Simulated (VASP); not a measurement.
AlN, 2 atoms in the cell. The cell holds a sheet with vacuum, 2 atoms: a = 3.113 Å, b = 4.981 Å, c = 14.000 Å, α = 90.00°, β = 90.00°, γ = 90.00°. 

| Item | Value |
| --- | --- |
| Program | VASP 6.6.1 |
| Task | single point |
| Functional | PBE |
| Potentials or basis | VASP PAW PBE potentials, release 64 (Al, N) |
| Cutoff | 520 eV |
| k mesh | 6 × 4 × 1 |
| Occupations | gaussian, width 0.1 eV |
| Spin | no spin polarisation |
| Dipole correction | yes |
| Further INCAR settings | ALGO = Normal; EDIFF = 1e-06; NBANDS = 11; NELMDL = -8 |

Potentials or basis: VASP PAW PBE potentials, release 64 (Al, N).

The run is started by

```bash
$ cat potpaw_PBE.64/Al/POTCAR potpaw_PBE.64/N/POTCAR > POTCAR
$ mpirun -np 1 vasp_std > vasp.out
```

Hardware: 1 thread of AMD EPYC 7R13 (shared host).

Q: Estimate the wall time of this run.

A: Run time: 71 s on 1 thread of AMD EPYC 7R13 (shared host), peak memory 0.28 GiB. Counts: scf iterations 27, k points 12.
